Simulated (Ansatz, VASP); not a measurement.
## Zr2NbN3: VASP beside Ansatz

```
Zr Nb N
1.0
     5.68209    0.00000    0.00000
    -2.84104    4.92083    0.00000
     0.00000    0.00000    2.96277
Zr Nb N
2 1 3
Direct
  0.66667 0.33333 0.00000
  0.33333 0.66667 0.00000
  0.00000 0.00000 0.00000
  0.00000 0.50000 0.50000
  0.50000 0.00000 0.50000
  0.50000 0.50000 0.50000
```

Change from the starting cell: species swapped into the NdB2Ru3 type (P6/mmm, No. 191).

Alike in both runs: functional PBE; k mesh 6 × 6 × 6; occupations gaussian, width 0.1 eV; collinear spin.

Ansatz relaxed the structure, and its values are those at the end. VASP's run is a single point on that final structure, the one shown.

|  | VASP | Ansatz |
| --- | --- | --- |
| version | VASP 6.6.1 | Ansatz 0.2.0 |
| potentials or method | VASP PAW PBE potentials, release 64 (Zr_sv, Nb_sv, N), cutoff 520 eV | scalar-relativistic, plane waves, PAW |
| valence electrons in the cell | 52 | 52 |

Ansatz gave:

* gap on the k mesh at the Fermi level (eV): none
* pressure (GPa): 0.2
* net moment per atom (μB): 0.39
* size of the moment on the site where the two differ most (μB): 1.54

Estimate VASP's values.

gap on the k mesh at the Fermi level (eV): none; pressure (GPa): 0.4; net moment per atom (μB): 0.39; size of the moment on the site where the two differ most (μB): 1.48.

Site moments also hang on the region over which each program counts them. A gap of «none» marks a metal or a gap that the smearing closes. Ansatz's warnings: no starting moments.
